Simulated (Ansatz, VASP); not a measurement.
## Ir in VASP and in Ansatz

File INCAR:

```
ALGO = Normal
EDIFF = 1E-6
ENCUT = 520
GGA = PE
ISIF = 2
ISMEAR = -1
LASPH = T
LCHARG = T
LELF = T
LREAL = F
LVHAR = T
LWAVE = F
NBANDS = 16
NELM = 60
PREC = Accurate
SIGMA = 0.05
```

File KPOINTS:

```
k-points
0
Gamma
  14 14 14
```

File POSCAR:

```
Ir
1.0
    0.0000000000      2.7836723155      2.7836723155
    2.7836723155      0.0000000000      2.7836723155
    2.7836723155      2.7836723155      0.0000000000
Ir
2
Direct
   -0.1250000000     -0.1250000000     -0.1250000000
    0.1250000000      0.1250000000      0.1250000000
```

Input for Ansatz:

```yaml
crystal:
  lattice:
    - [0.0, 2.7836723155, 2.7836723155]
    - [2.7836723155, 0.0, 2.7836723155]
    - [2.7836723155, 2.7836723155, 0.0]
  atoms:
    - { symbol: Ir, position: [-0.125, -0.125, -0.125] }
    - { symbol: Ir, position: [0.125, 0.125, 0.125] }
kpoints:
  mp_grid: { grid: [14, 14, 14] }
  band_path:
    path:
      - [0.0, 0.0, 0.0]
      - [0.5, 0.0, 0.5]
      - [0.625, 0.25, 0.625]
      - [0.375, 0.375, 0.75]
      - [0.0, 0.0, 0.0]
      - [0.5, 0.5, 0.5]
      - [0.5, 0.25, 0.75]
      - [0.5, 0.0, 0.5]
    npoints: 14
scf:
  occupations: { method: fermi_dirac, width: 0.05 }
hamiltonian:
  xc: pbe
  pseudopotentials: { kind: all_electron, lapw: { basis_error: 0.001 } }
output:
  forces: true
  stress: true
  eigenvalues: true
  populations: true
  dos: { projected: true, de: 0.2, e_range: [-14, 8] }
```

Alike in both runs: task single point; functional PBE; k mesh 14 × 14 × 14; occupations fermi-dirac, width 0.05 eV; no spin polarisation.

```csv
,VASP,Ansatz
version,VASP 6.6.1,Ansatz 0.2.0
potentials or method,"VASP PAW PBE potentials, release 64 (Ir), cutoff 520 eV","all-electron LAPW, scalar-relativistic"
```

Ansatz gave:

```
pressure (GPa) : 0.1
```

Task: What did VASP give for the same quantities?

Result: Pressure (GPa): -0.4.

Ansatz ran all-electron here, and VASP with PAW potentials.

Neither program's run includes spin-orbit coupling.
